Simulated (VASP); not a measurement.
# BAs (F-43m) in VASP: notebook

Runs on BAs. Level: PBE+D3(BJ). Tasks: single point, relaxation of cell and atoms.

All numbers are computed with VASP 6.6.1; they aren't measurements. Logs are shortened: lines on timing, memory, paths and dates and some standing lists are left out, and cuts for length are marked.

## 1. The cell of the first run

It takes space group F-43m (No. 216, cubic). The conventional cell has a = 4.777 Å, b = 4.777 Å, c = 4.777 Å, α = 90.00°, β = 90.00°, γ = 90.00°. Within 2.7 Å of B (site symmetry -43m) lie 4 As at 2.07 Å. As (site symmetry -43m) has 4 B at 2.07 Å within 2.7 Å.

## 2. Single point, PBE+D3(BJ)

INCAR reads:

```
ALGO = Normal
EDIFF = 1E-6
ENCUT = 500
GGA = PE
GGA_COMPAT = F
ISIF = 2
ISMEAR = 0
IVDW = 12
LASPH = T
LCHARG = F
LREAL = F
LWAVE = F
NBANDS = 11
NELM = 120
PREC = Accurate
SIGMA = 0.1
```

KPOINTS reads:

```
k-points
0
Gamma
  6 6 6
```

POSCAR reads:

```
BAs
1.0
    0.0000000000      2.3885000000      2.3885000000
    2.3885000000      0.0000000000      2.3885000000
    2.3885000000      2.3885000000      0.0000000000
B As
1 1
Direct
    0.0000000000      0.0000000000      0.0000000000
    0.2500000000      0.2500000000      0.2500000000
```

Potentials or basis: VASP PAW PBE potentials, release 64 (B, As).

The run is started by

```console
$ cat potpaw_PBE.64/B/POTCAR potpaw_PBE.64/As/POTCAR > POTCAR
$ mpirun -np 1 vasp_std > vasp.out
```

OUTCAR:

```text
EDIFF = 1E-6
   ENCUT = 500
   GGA = PE
   ISIF = 2
   ISMEAR = 0
   IVDW = 12
   LASPH = T
   LREAL = F
   NELM = 120
   PREC = Accurate
 IVDW          = 12

 ion  position               nearest neighbor table
   1  0.000  0.000  0.000-   2 2.07   2 2.07   2 2.07   2 2.07
   2  0.250  0.250  0.250-   1 2.07   1 2.07   1 2.07   1 2.07

  LATTYP: Found a face centered cubic cell.
 ALAT       =     4.7770000000

  Lattice vectors:

 A1 = (   0.0000000000,   2.3885000000,   2.3885000000)
 A2 = (   2.3885000000,   0.0000000000,   2.3885000000)
 A3 = (   2.3885000000,   2.3885000000,   0.0000000000)

Analysis of symmetry for initial positions (statically):
=====================================================================
 Subroutine PRICEL returns:
 Original cell was already a primitive cell.

 Routine SETGRP: Setting up the symmetry group for a
 face centered cubic supercell.

 Subroutine GETGRP returns: Found 24 space group operations
 (whereof 24 operations were pure point group operations)
 out of a pool of 48 trial point group operations.

The static configuration has the point symmetry T_d .

Analysis of symmetry for dynamics (positions and initial velocities):
=====================================================================
 Subroutine PRICEL returns:
 Original cell was already a primitive cell.

 Routine SETGRP: Setting up the symmetry group for a
 face centered cubic supercell.

 Subroutine GETGRP returns: Found 24 space group operations
 (whereof 24 operations were pure point group operations)
 out of a pool of 48 trial point group operations.

The dynamic configuration has the point symmetry T_d .

 Subroutine INISYM returns: Found 24 space group operations
 (whereof 24 operations are pure point group operations),
 and found     1 'primitive' translations

----------------------------------------------------------------------------------------

                                     Primitive cell

  volume of cell :      27.2525

  direct lattice vectors                    reciprocal lattice vectors
     0.000000000  2.388500000  2.388500000    -0.209336404  0.209336404  0.209336404
     2.388500000  0.000000000  2.388500000     0.209336404 -0.209336404  0.209336404
     2.388500000  2.388500000  0.000000000     0.209336404  0.209336404 -0.209336404

  length of vectors
     3.377849094  3.377849094  3.377849094     0.362581287  0.362581287  0.362581287

[... 78 lines left out ...]
   ISYM   =      2    0-nonsym 1-usesym 2-fastsym
   POTIM  = 0.5000    time-step for ionic-motion
   TEBEG  =    0.0;   TEEND  =   0.0 temperature during run
   PSTRESS=    0.0 pullay stress
   NELECT =       8.0000    total number of electrons
   NUPDOWN=      -1.0000    fix difference up-down
   EMIN   =  10.00;   EMAX   =-10.00  energy-range for DOS
   EFERMI =   0.00;   METHOD = LEGACY
   ISMEAR =     0;   SIGMA  =   0.10  broadening in eV -4-tet -1-fermi 0-gaus
   EFERMI_NEDOS =   21; number of points for ismear=-14 and -15
   IALGO  =     38    algorithm
   IMIX   =      4    mixing-type and parameters
     AMIX     =   0.40;   BMIX     =  1.00
     AMIX_MAG =   1.60;   BMIX_MAG =  1.00
  volume/ion in A,a.u.               =      13.63        91.95
  Fermi-wavevector in a.u.,A,eV,Ry     =   1.088018  2.056057 16.106360  1.183784
  Thomas-Fermi vector in A             =   2.224191
   LORBIT       =      0    0 simple, 1 ext, 2 COOP (PROOUT), +10 PAW based schemes
   GGA     = PE    functional components
   LHFCALC =     F    Hartree Fock is set to
   AEXX    =    0.0000 exact exchange contribution
   IVDW    =    12    specifies the selected vdW correction
   LEPSILON=     F    determine dielectric tensor
   LRPA    =     F    only Hartree local field effects (RPA)
 non-spin polarized calculation
 Gauss-broadening in eV      SIGMA  =   0.10
  energy-cutoff  :      500.00
  volume of cell :       27.25
 maximum number of plane-waves:       701
 NGX is ok and might be reduce to    28
   NGX = 13   NGY = 13   NGZ = 13

 number of electron       8.0000000 magnetization

 Free energy of the ion-electron system (eV)
  ---------------------------------------------------
  ext. energy  EPLUGINS =         0.00000000
  ---------------------------------------------------
  free energy    TOTEN  =       -11.38737029 eV

  energy without entropy =      -11.38737029  energy(sigma->0) =      -11.38737029

 E-fermi :   6.6082     XC(G=0): -10.5810

 val. band max:        6.1325607774   @ k =   0.0000   0.0000   0.0000
 cond. band min:       7.4050152474   @ k =   0.3333   0.3333   0.0000
 fundamental gap:      1.2724544700
 Fermi energy:         6.6082246857

 k-point     1 :       0.0000    0.0000    0.0000
  band No.  band energies     occupation
      1      -9.2706      2.00000
      2       6.1326      2.00000
      3       6.1326      2.00000
      4       6.1326      2.00000
      5       9.4064      0.00000
      6       9.4064      0.00000
      7       9.4064      0.00000
      8      10.8198      0.00000
      9      15.7143      0.00000
     10      19.0790      0.00000
     11      19.0790      0.00000
[... 197 lines left out ...]
 k-point    16 :      -0.3333    0.5000    0.1667
  band No.  band energies     occupation
      1      -4.9616      2.00000
      2      -2.0763      2.00000
      3       0.9765      2.00000
      4       1.1718      2.00000
      5       9.9022      0.00000
      6      10.1191      0.00000
      7      14.7769      0.00000
      8      15.0217      0.00000
      9      18.4396      0.00000
     10      21.7908      0.00000
     11      21.9615      0.00000

------------------------ aborting loop because EDIFF is reached ----------------------------------------

 Edisp (eV)   -0.65980

 E8    (eV) :    -0.2623

  FORCE on cell =-STRESS in cart. coord.  units (eV):
  Direction    XX          YY          ZZ          XY          YZ          ZX
  --------------------------------------------------------------------------------------
  -------------------------------------------------------------------------------------
  Total      -0.06911    -0.06911    -0.06911     0.00000     0.00000     0.00000
  in kB      -4.06296    -4.06296    -4.06296     0.00000     0.00000     0.00000
  external pressure =       -4.06 kB  Pullay stress =        0.00 kB

 VOLUME and BASIS-vectors are now :
 -----------------------------------------------------------------------------
  energy-cutoff  :      500.00
  volume of cell :       27.25
      direct lattice vectors                 reciprocal lattice vectors
     0.000000000  2.388500000  2.388500000    -0.209336404  0.209336404  0.209336404
     2.388500000  0.000000000  2.388500000     0.209336404 -0.209336404  0.209336404
     2.388500000  2.388500000  0.000000000     0.209336404  0.209336404 -0.209336404

 POSITION                                       TOTAL-FORCE (eV/Angst)
 -----------------------------------------------------------------------------------
      0.00000      0.00000      0.00000        -0.000000     -0.000000     -0.000000
      1.19425      1.19425      1.19425         0.000000      0.000000      0.000000
 -----------------------------------------------------------------------------------
    total drift:                               -0.000000     -0.000000     -0.000000

  FREE ENERGIE OF THE ION-ELECTRON SYSTEM (eV)
  ---------------------------------------------------
  free  energy   TOTEN  =       -12.0471742235 eV

  energy  without entropy=      -12.0471742235  energy(sigma->0) =      -12.04717422
```

Run time: 12 s. Hardware: 1 thread of Intel Xeon 8259CL, shared host; peak memory 0.16 GiB.

What came out:

- Free energy: -12.0472 eV
- Pressure: -0.4 GPa
- Band gap on the k mesh: 1.27 eV (least direct gap 3.27 eV)
- Dispersion energy per atom: -0.330 eV

A k mesh can miss the band edges.

## 3. Single point, PBE+D3(BJ)

This run uses another cell than the first one, of 12.10 Å³/atom.

INCAR reads:

```
SYSTEM = BAs
  PREC = Accurate
  ENCUT = 500
  EDIFF = 1E-6
  ISMEAR = 0
  SIGMA = 0.02
  LREAL = .FALSE.
  LASPH = .TRUE.
  NELM = 120
  ALGO = Normal
  ISIF = 2
  LWAVE = .FALSE.
  LCHARG = .FALSE.
  GGA = PE
  IVDW = 12
  NBANDS = 11
  GGA_COMPAT = .FALSE.
```

KPOINTS reads:

```
Automatic mesh
0
G
  10 10 10
  0 0 0
```

POSCAR reads:

```
BAs
1.0
    0.0000000000      2.2955086194      2.2955086194
    2.2955086194      0.0000000000      2.2955086194
    2.2955086194      2.2955086194      0.0000000000
B As
1 1
Direct
    0.0000000000      0.0000000000      0.0000000000
    0.2500000000      0.2500000000      0.2500000000
```

Potentials or basis: VASP PAW PBE potentials, release 64 (B, As).

The run is started by

```console
$ cat potpaw_PBE.64/B/POTCAR potpaw_PBE.64/As/POTCAR > POTCAR
$ mpirun -np 1 vasp_std > vasp.out
```

Run time: 16 s. Hardware: 1 thread of Intel Xeon 8259CL, shared host; peak memory 0.15 GiB.

It converged, with:

- Free energy: -11.8923 eV
- Pressure: 20.6 GPa
- Band gap on the k mesh: 1.05 eV (least direct gap 3.44 eV)
- Dispersion energy per atom: -0.372 eV

Levels at points of the mesh, in eV from the valence-band top:
| k point | band 1 | band 2 | band 3 | band 4 | band 5 | band 6 | band 7 | band 8 | band 9 |
| --- | --- | --- | --- | --- | --- | --- | --- | --- | --- |
| (0.00, 0.00, 0.00) | -16.55 | 0.00 | 0.00 | 0.00 | 3.44 | 3.44 | 3.44 | 6.25 | 10.22 |
| (0.50, 0.00, 0.00) | -13.22 | -9.72 | -2.03 | -2.03 | 3.43 | 4.91 | 4.91 | 9.06 | 13.65 |
| (0.50, 0.50, 0.00) | -11.71 | -9.23 | -4.60 | -4.60 | 1.26 | 1.32 | 12.55 | 12.55 | 13.99 |

Caveat: the cell stands under pressure. As with any semilocal functional, this PBE gap is likely too small.

## 4. Single point, PBE+D3(BJ)

This run uses another cell than the first one, of 12.10 Å³/atom.

INCAR reads:

```
PREC = Accurate
ENCUT = 500
EDIFF = 1E-6
ISMEAR = 0
SIGMA = 0.02
LREAL = False
LASPH = True
NELM = 120
ALGO = Normal
ISIF = 2
LWAVE = False
LCHARG = False
GGA = PE
IVDW = 12
NBANDS = 11
GGA_COMPAT = False
```

KPOINTS reads:

```
Automatic mesh
0
Gamma
  10 10 10
```

POSCAR is that of step 3.

The run is started by

```console
$ cat potpaw_PBE.64/B/POTCAR potpaw_PBE.64/As/POTCAR > POTCAR
$ mpirun -np 1 vasp_std > vasp.out
```

Run time: 16 s. Hardware: 1 thread of Intel Xeon 8259CL, shared host; peak memory 0.15 GiB.

Results (log left out):

* Free energy: -11.8923 eV
* Pressure: 20.6 GPa
* Band gap on the k mesh: 1.05 eV (least direct gap 3.44 eV)
* Dispersion energy per atom: -0.372 eV

Levels at points of the mesh, in eV from the valence-band top:
```
           k point  band 1  band 2  band 3  band 4  band 5  band 6  band 7  band 8  band 9
(0.00, 0.00, 0.00)  -16.55    0.00    0.00    0.00    3.44    3.44    3.44    6.25   10.22
(0.50, 0.00, 0.00)  -13.22   -9.72   -2.03   -2.03    3.43    4.91    4.91    9.06   13.65
(0.50, 0.50, 0.00)  -11.71   -9.23   -4.60   -4.60    1.26    1.32   12.55   12.55   13.99
```

Caveat: the cell stands under pressure.

[end of part 1 of 2]
